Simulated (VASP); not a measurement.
Write the native input for VASP 6.6.1 that does the following.

```yaml
Task: single point
Functional: revPBE
Dispersion: D3(BJ)
Potentials_or_basis: VASP PAW PBE potentials, release 64 (Zn, S)
Cutoff: 520 eV
k_mesh: 6 × 6 × 6, shifted
Occupations: gaussian, width 0.01 eV
Spin: no spin polarisation
Dipole_correction: no
Further_INCAR_settings: ALGO = Normal; EDIFF = 1e-06; NBANDS = 16; ISYM = 0
```

The structure of ZnS lies in POSCAR:

```
ZnS
1.0
   -0.0010899088      2.6748847690      2.6748847690
    2.6748847690     -0.0010899088      2.6748847690
    2.6748847690      2.6748847690     -0.0010899088
Zn S
1 1
Direct
    0.2500258297      0.2500258297      0.2500258297
   -0.0000258297     -0.0000258297     -0.0000258297
```

These files were run (other wordings do the same):

INCAR

```
ALGO     = Normal         # electronic algorithm
EDIFF    = 1E-6           # SCF threshold, eV
ENCUT    = 520            # plane-wave cutoff, eV
GGA      = RE             # functional
ISIF     = 2              # what is computed and relaxed
ISMEAR   = 0              # smearing method
ISYM     = 0            
IVDW     = 12             # dispersion correction
LASPH    = True           # aspherical terms in the spheres
LCHARG   = False          # write CHGCAR
LREAL    = False          # projectors in reciprocal space
LWAVE    = False          # write WAVECAR
NBANDS   = 16             # bands
NELM     = 60             # most SCF steps
PREC     = Accurate       # precision mode
SIGMA    = 0.01           # smearing width, eV
```

KPOINTS

```
Automatic mesh
0
Gamma
  6 6 6
  0.5 0.5 0.5
```

Potentials or basis: VASP PAW PBE potentials, release 64 (Zn, S).

The run is started by

```console
$ cat potpaw_PBE.64/Zn/POTCAR potpaw_PBE.64/S/POTCAR > POTCAR
$ mpirun -np 1 vasp_std > vasp.out
```

It gave:

| Property | Result |
| --- | --- |
| Pressure | 0.2 GPa |
| Band gap on the k mesh | 2.89 eV |
| Dispersion energy per atom | -0.624 eV |

Caveat: the PAW data sets were made with another functional, which shifts forces and pressure a little; a shifted mesh leaves out Γ, where band edges can lie.

Wall time 30 s on 1 thread of AMD EPYC 9R45 96-Core Processor (Zen 5) (shared host), peak memory 0.18 GiB.
